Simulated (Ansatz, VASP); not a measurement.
Two plane-wave programs on Al2Cu

```
Al Cu
1.0
    -2.02463    2.02463    3.14932
     2.02463   -2.02463    3.14932
     2.02463    2.02463   -3.14932
Al Cu
2 1
Direct
  0.75000 0.25000 0.50000
  0.25000 0.75000 0.50000
  0.50000 0.50000 0.00000
```

Change from the starting cell: strain +0.1000 x Voigt [0, 0, 1, 0, 0, 0], atoms carried along.

Alike in both runs: task single point; functional PBEsol; k mesh 16 × 16 × 16; occupations gaussian, width 0.15 eV; no spin polarisation.

|  | VASP | Ansatz |
| --- | --- | --- |
| version | VASP 6.6.1 | Ansatz 0.2.0 |
| potentials or method | VASP PAW PBE potentials, release 64 (Al, Cu), cutoff 520 eV | scalar-relativistic, plane waves, PAW |
| valence electrons in the cell | 17 | 25 |

```tsv
	VASP	Ansatz	Ansatz less VASP
gap on the k mesh at the Fermi level (eV)	none	none	-
pressure (GPa)	-7.3	-7.6	-0.32
traceless stress, the component that is largest in VASP (GPa)	-4.26	-4.33	-0.062
```

VASP's potentials were made for PBE, not for PBEsol. A gap of «none» marks a metal or a gap that the smearing closes. With one functional, cell and mesh, what is left measures potentials, basis and numerics. VASP's potentials hold 17 valence electrons a cell and Ansatz's 25, so a difference there can come from the potentials and not from the codes.
